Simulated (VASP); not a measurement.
Write the native input for VASP 6.6.1 that does the following.

- Task: single point
- Functional: LDA
- Potentials or basis: VASP PAW LDA potentials, release 64 (Co)
- Cutoff: 520 eV
- k mesh: 24 × 24 × 12
- Occupations: gaussian, width 0.15 eV
- Spin: collinear spin, ferromagnetic start
- Starting moments: [1.925, 1.925] μB
- Fixed moment: 3.85 μB
- Dipole correction: no
- Further INCAR settings: ALGO = Normal; EDIFF = 1e-06; NBANDS = 20

The structure of Co lies in POSCAR:

```
Co
1.0
    2.4944345983      0.0000000000      0.0000000000
   -1.2472172991      2.1602437303      0.0000000000
    0.0000000000      0.0000000000      4.0236895499
Co
2
Direct
    0.6666666667      0.3333333333      0.2500000000
    0.3333333333      0.6666666667      0.7500000000
```

One way to write it, as run:

INCAR

```
SYSTEM = Co
ALGO     = Normal         ! electronic algorithm
EDIFF    = 1E-6           ! SCF threshold, eV
ENCUT    = 520            ! plane-wave cutoff, eV
GGA      = CA             ! functional
ISIF     = 2              ! what is computed and relaxed
ISMEAR   = 0              ! smearing method
ISPIN    = 2              ! spin polarisation
LASPH    = .TRUE.         ! aspherical terms in the spheres
LCHARG   = .FALSE.        ! write CHGCAR
LMAXMIX  = 4              ! l up to which the mixer works
LORBIT   = 11             ! projections on sites
LREAL    = .FALSE.        ! projectors in reciprocal space
LWAVE    = .FALSE.        ! write WAVECAR
MAGMOM   = 1.925 1.925    ! initial moments
NBANDS   = 20             ! bands
NELM     = 150            ! most SCF steps
NUPDOWN  = 3.85           ! fixed moment
PREC     = Accurate       ! precision mode
SIGMA    = 0.15           ! smearing width, eV
```

KPOINTS

```
k-points
0
G
  24 24 12
  0 0 0
```

Potentials or basis: VASP PAW LDA potentials, release 64 (Co).

Run with:

```bash
$ cat potpaw_LDA.64/Co/POTCAR > POTCAR
$ mpirun -np 1 vasp_std > vasp.out
```

Results of the run:

| Quantity | Value |
| --- | --- |
| Pressure | -11.4 GPa |
| Net moment | 3.85 μB per cell |
| Site moments | Co +1.91 μB |
| Valence electrons inside the program's atomic spheres | Co 8.28 |

Caveat: the cell stands under tension; the total moment is fixed, so each spin has its own Fermi level.

Wall time 2.6 min on 1 thread of Intel(R) Xeon(R) 6975P-C (Granite Rapids), on a shared host, peak memory 0.33 GiB.
